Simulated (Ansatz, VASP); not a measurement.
Si4P: VASP beside Ansatz

The input INCAR:

```
SYSTEM = Si4P
  ALGO = Normal
  EDIFF = 1E-7
  ENCUT = 520
  GGA = PE
  ISIF = 2
  ISMEAR = 0
  LASPH = .TRUE.
  LCHARG = .FALSE.
  LREAL = .FALSE.
  LWAVE = .FALSE.
  NBANDS = 18
  NELM = 60
  PREC = Accurate
  SIGMA = 0.1
```

Contents of KPOINTS:

```
k-points
0
G
  6 6 4
  0 0 0
```

The input POSCAR:

```
Si4P
1.0
    4.3559474500      0.0000000000      0.0000000000
   -2.1779737300      3.7723611500      0.0000000000
    0.0000000000      0.0000000000      5.5688026100
Si P
4 1
Direct
    0.3333333300      0.6666666700      0.0000000000
    0.6666666700      0.3333333300      0.0000000000
    0.0000000000      0.0000000000      0.2764229900
    0.0000000000      0.0000000000      0.7235770100
    0.0000000000      0.0000000000      0.0000000000
```

Input for Ansatz:

```yaml
crystal:
  lattice:
    - [4.35594745, 0.0, 0.0]
    - [-2.17797373, 3.77236115, 0.0]
    - [0.0, 0.0, 5.56880261]
  atoms:
    - { symbol: Si, position: [0.33333333, 0.66666667, 0.0] }
    - { symbol: Si, position: [0.66666667, 0.33333333, 0.0] }
    - { symbol: Si, position: [0.0, 0.0, 0.27642299] }
    - { symbol: Si, position: [0.0, 0.0, 0.72357701] }
    - { symbol: P, position: [0.0, 0.0, 0.0] }
basis:
  ecutwfc: 420
kpoints:
  mp_grid: { grid: [6, 6, 4] }
hamiltonian:
  xc: pbe
scf:
  occupations: { method: gaussian, width: 0.1 }
  lower_state_search: "off"
output:
  forces: true
  stress: true
  eigenvalues: true
```

Alike in both runs: task single point; functional PBE; k mesh 6 × 6 × 4; occupations gaussian, width 0.1 eV; no spin polarisation.

|  | VASP | Ansatz |
| --- | --- | --- |
| version | VASP 6.6.1 | Ansatz 0.2.0 |
| potentials or method | VASP PAW PBE potentials, release 64 (Si, P), cutoff 520 eV | scalar-relativistic, plane waves, PAW |
| valence electrons in the cell | 21 | 21 |

|  | VASP | Ansatz | Ansatz less VASP |
| --- | --- | --- | --- |
| gap on the k mesh at the Fermi level (eV) | none | none | - |
| rms of the force components (eV/Å) | 13.155 | 13.239 | +0.0842 |

Atom by atom the forces differ by 0.084 eV/Å (rms over components). A gap of «none» marks a metal or a gap that the smearing closes. With one functional, cell and mesh, what is left measures potentials, basis and numerics.
